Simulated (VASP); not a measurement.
A run of VASP 6.6.1 is set up as follows.

File INCAR:

```
PREC = Accurate
ENCUT = 600
EDIFF = 1E-6
ISMEAR = 0
SIGMA = 0.1
LREAL = False
LASPH = True
NELM = 80
ALGO = Fast
ISIF = 3
LWAVE = False
LCHARG = False
GGA = PE
IBRION = 2
NSW = 100
EDIFFG = -0.01
```

File KPOINTS:

```
regular mesh
0
Gamma
  8 8 8
```

The input POSCAR:

```
HfSbAu3
1.0
    5.1843340340      0.0000000000      0.0000000000
    0.0000000000      5.1843340340      0.0000000000
    0.0000000000      0.0000000000      5.1843340340
Hf Sb Au
1 1 3
Direct
    0.5000000000      0.5000000000      0.5000000000
    0.0000000000      0.0000000000      0.0000000000
    0.0000000000      0.5000000000      0.5000000000
    0.5000000000      0.0000000000      0.5000000000
    0.5000000000      0.5000000000      0.0000000000
```

Potentials or basis: VASP PAW PBE potentials, release 64 (Hf_pv, Sb, Au).

Launch:

```bash
$ cat potpaw_PBE.64/Hf_pv/POTCAR potpaw_PBE.64/Sb/POTCAR potpaw_PBE.64/Au/POTCAR > POTCAR
$ mpirun -np 1 vasp_std > vasp.out
```

**Question.** Predict the relaxed volume.

**Answer.** 27.75 Å³/atom.

**Question.** Predict the space group after relaxing (to 0.05 Å).

**Answer.** Pm-3m (No. 221).

**Question.** Predict the band gap on the k mesh.

**Answer.** Zero (band 24 reaches 4.84 eV, above the bottom of band 25 at 3.00 eV).

The path:
```
step  energy change (eV)  largest force (eV/Å)  pressure (GPa)  volume (Å³)
   1              0.0000                0.0000           -0.24       139.34
   2             -0.0004                0.0000            0.11       138.51
   3             -0.0004                0.0000           -0.01       138.75
```

Caveat: spin-orbit coupling is left out, which moves the levels of the heavy elements.
